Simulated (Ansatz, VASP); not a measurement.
**Pd: VASP beside Ansatz**

INCAR

```
SYSTEM = Pd
PREC = Accurate
ENCUT = 520
EDIFF = 1E-6
ISMEAR = 0
SIGMA = 0.15
LREAL = .FALSE.
LASPH = .TRUE.
NELM = 100
ALGO = Normal
ISIF = 2
LWAVE = .FALSE.
LCHARG = .FALSE.
GGA = PS
NBANDS = 11
```

File KPOINTS:

```
regular mesh
0
G
  20 20 20
  0 0 0
```

Contents of POSCAR:

```
Pd
1.0
    0.0000000000      1.8476550000      1.8476550000
    1.8476550000      0.0000000000      1.8476550000
    1.8476550000      1.8476550000      0.0000000000
Pd
1
Direct
    0.0000000000      0.0000000000      0.0000000000
```

Input for Ansatz:

```yaml
crystal:
  lattice:
    - [0.0, 1.847655, 1.847655]
    - [1.847655, 0.0, 1.847655]
    - [1.847655, 1.847655, 0.0]
  atoms:
    - { symbol: Pd, position: [0.0, 0.0, 0.0] }
basis:
  ecutwfc: 420
kpoints:
  mp_grid: { grid: [20, 20, 20] }
hamiltonian:
  xc: pbesol
scf:
  occupations: { method: gaussian, width: 0.15 }
output:
  forces: true
  stress: true
  eigenvalues: true
```

Change from the starting cell: strain -0.050 along x and y, -0.050 along z, atoms carried along.

Alike in both runs: task single point; functional PBEsol; k mesh 20 × 20 × 20; occupations gaussian, width 0.15 eV; no spin polarisation.

|  | VASP | Ansatz |
| --- | --- | --- |
| version | VASP 6.6.1 | Ansatz 0.2.0 |
| potentials or method | VASP PAW PBE potentials, release 64 (Pd), cutoff 520 eV | scalar-relativistic, plane waves, PAW |
| valence electrons in the cell | 10 | 18 |

|  | VASP | Ansatz | Ansatz less VASP |
| --- | --- | --- | --- |
| gap on the k mesh at the Fermi level (eV) | none | none | - |
| pressure (GPa) | 42.3 | 42.8 | +0.54 |

VASP's potentials were made for PBE, not for PBEsol. A gap of «none» marks a metal or a gap that the smearing closes. Both programs put the cell under a high pressure, so it lies far from rest at this level. The functional is the same, so the differences come from potentials, cutoffs and numerics. VASP's potentials hold 10 valence electrons a cell and Ansatz's 18, so a difference there can come from the potentials and not from the codes.
